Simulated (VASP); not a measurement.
Set up this calculation in VASP 6.6.1, as the native input.

| Property | Result |
| --- | --- |
| Task | single point |
| Functional | PBE |
| Potentials or basis | VASP PAW PBE potentials, release 64 (Br) |
| Cutoff | 520 eV |
| k mesh | 12 × 12 × 12 |
| Occupations | gaussian, width 0.02 eV |
| Spin | no spin polarisation |
| Dipole correction | no |
| Further INCAR settings | ALGO = Normal; EDIFF = 1e-06; NBANDS = 14 |

The structure of Br lies in POSCAR:

```
Br
1.0
    0.0000000000      2.8115467030      2.8115467030
    2.8115467030      0.0000000000      2.8115467030
    2.8115467030      2.8115467030      0.0000000000
Br
2
Direct
    0.0000000000      0.0000000000      0.0000000000
    0.2500000000      0.2500000000      0.2500000000
```

These files were run (other wordings do the same):

INCAR

```
SYSTEM = Br
PREC = Accurate
ENCUT = 520
EDIFF = 1E-6
ISMEAR = 0
SIGMA = 0.02
LREAL = .False.
LASPH = .True.
NELM = 100
ALGO = Normal
ISIF = 2
LWAVE = .False.
LCHARG = .True.
GGA = PE
LELF = .True.
LVHAR = .True.
NBANDS = 14
```

KPOINTS

```
regular mesh
0
Gamma
  12 12 12
  0 0 0
```

Potentials or basis: VASP PAW PBE potentials, release 64 (Br).

Run with:

```bash
$ cat potpaw_PBE.64/Br/POTCAR > POTCAR
$ mpirun -np 1 vasp_std > vasp.out
```

It gave:

- Pressure: 45.0 GPa
- Band gap on the k mesh: zero (bands 7 and 8 overlap by 4.07 eV)

Caveat: the cell stands under pressure.

Wall time 55 s on 1 thread of Intel(R) Xeon(R) Platinum 8259CL CPU @ 2.50GHz (Skylake/Cascade Lake) (shared host), peak memory 0.18 GiB.
